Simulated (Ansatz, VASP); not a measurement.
**SnO in VASP and in Ansatz**

```xyz
2
Lattice="3.0541 0.0000 0.0000 0.0000 3.1034 0.0000 0.0000 0.0000 3.1034" Properties=species:S:1:pos:R:3 pbc="T T T"
Sn    0.0000    0.0000    0.0000
O     1.5270    1.5517    1.5517
```

Change from the starting cell: uniaxial_x strain -1.6%.

Alike in both runs: task single point; functional r2SCAN; k mesh 8 × 8 × 8; occupations fermi-dirac, width 0.02 eV; no spin polarisation.

|  | VASP | Ansatz |
| --- | --- | --- |
| version | VASP 6.6.1 | Ansatz 0.2.0 |
| potentials or method | VASP PAW PBE potentials, release 64 (Sn_d, O) | plane waves, PAW |
| plane-wave cutoff (eV) | 520 | 500 |
| valence electrons in the cell | 20 | 20 |

|  | VASP | Ansatz | Ansatz less VASP |
| --- | --- | --- | --- |
| pressure (GPa) | 2.0 | 1.8 | -0.15 |
| traceless stress, the component that is largest in VASP (GPa) | 1.00 | 0.98 | -0.024 |

VASP's potentials were made for PBE, not for r2SCAN.
